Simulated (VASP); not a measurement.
Ti, 1 atom in the cell. Symmetry: I4/mmm, No. 139, tetragonal system. The conventional cell has a = 2.983 Å, b = 2.983 Å, c = 3.464 Å, α = 90.00°, β = 90.00°, γ = 90.00°. Ti (site symmetry 4/mmm) has 14 Ti at 2.73 to 3.46 Å within 3.6 Å.  This cell differs from its parent crystal: volume 15.407 Å^3 an atom, c/a of the conventional cell 1.1612.

```yaml
Program: VASP 6.6.1
Task: single point
Functional: PBE
Potentials_or_basis: VASP PAW PBE potentials, release 64 (Ti_sv)
Cutoff: 520 eV
k_mesh: 22 × 22 × 22
Occupations: gaussian, width 0.15 eV
Spin: no spin polarisation
Dipole_correction: no
Further_INCAR_settings: ALGO = Fast; EDIFF = 1e-06; NBANDS = 12
```

Potentials or basis: VASP PAW PBE potentials, release 64 (Ti_sv).

Command:

```sh
$ cat potpaw_PBE.64/Ti_sv/POTCAR > POTCAR
$ mpirun -np 1 vasp_std > vasp.out
```

Hardware: 1 thread of Intel(R) Xeon(R) 6975P-C (Granite Rapids), on a shared host.

Estimate the wall time of this run.

Run time: 88 s on 1 thread of Intel(R) Xeon(R) 6975P-C (Granite Rapids) (shared host), peak memory 0.25 GiB. Counts: scf iterations 21, k points 834.
